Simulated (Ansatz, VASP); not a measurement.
**Two plane-wave programs on SnO**

The input INCAR:

```
PREC = Accurate
ENCUT = 1000
EDIFF = 1E-6
ISMEAR = 0
SIGMA = 0.05
LREAL = F
LASPH = T
NELM = 120
ALGO = Normal
ISIF = 2
LWAVE = F
LCHARG = F
LDIPOL = T
IDIPOL = 3
DIPOL = 0.5 0.5 0.394
GGA = PE
IVDW = 12
NBANDS = 50
GGA_COMPAT = F
NELMDL = -8
```

KPOINTS

```
regular mesh
0
Gamma
  7 7 1
```

File POSCAR:

```
SnO
1.0
    3.8201636883      0.0000000000      0.0000000000
    0.0000000000      3.8201636883      0.0000000000
    0.0000000000      0.0000000000     22.2260802162
Sn O
4 4
Direct
    0.7500000000      0.2500000000      0.2024648501
    0.2500000000      0.7500000000      0.3087831971
    0.7500000000      1.2500000000      0.4797535150
    1.2500000000      0.7500000000      0.5860718620
    0.2500000000      0.2500000000      0.2556240236
    0.7500000000      0.7500000000      0.2556240236
    1.2500000000      1.2500000000      0.5329126885
    0.7500000000      0.7500000000      0.5329126885
```

Input for Ansatz:

```yaml
crystal:
  lattice:
    - [3.8201636883, 0.0, 0.0]
    - [0.0, 3.8201636883, 0.0]
    - [0.0, 0.0, 22.2260802162]
  atoms:
    - { symbol: Sn, position: [0.75, 0.25, 0.2024648501] }
    - { symbol: O, position: [0.25, 0.25, 0.2556240236] }
    - { symbol: O, position: [0.75, 0.75, 0.2556240236] }
    - { symbol: Sn, position: [0.25, 0.75, 0.3087831971] }
    - { symbol: Sn, position: [0.75, 1.25, 0.479753515] }
    - { symbol: O, position: [1.25, 1.25, 0.5329126885] }
    - { symbol: O, position: [0.75, 0.75, 0.5329126885] }
    - { symbol: Sn, position: [1.25, 0.75, 0.586071862] }
basis:
  ecutwfc: 420
kpoints:
  mp_grid: { grid: [7, 7, 1] }
hamiltonian:
  xc: pbe
  pseudopotentials: { kind: paw, azcp: { folder: soft_1 } }
  dispersion: d3bj
scf:
  occupations: { method: gaussian, width: 0.05 }
output:
  forces: true
  eigenvalues: true
efield:
  axis: 3
  dipole_correction: true
  ramp_width: 0.04
```

Alike in both runs: task single point; functional PBE; dispersion D3(BJ); k mesh 7 × 7 × 1; occupations gaussian, width 0.05 eV; no spin polarisation.

```csv
,VASP,Ansatz
version,VASP 6.6.1,Ansatz 0.2.0
potentials or method,"VASP PAW PBE potentials, release 64 (Sn_d, O_h), cutoff 1000 eV","scalar-relativistic, plane waves, PAW"
valence electrons in the cell,80,80
```

```tsv
	VASP	Ansatz	Ansatz less VASP
gap on the k mesh at the Fermi level (eV)	2.47	2.47	+0.007
least direct gap on the mesh (eV)	2.52	2.56	+0.043
rms of the force components (eV/Å)	0.059	0.032	-0.0268
```
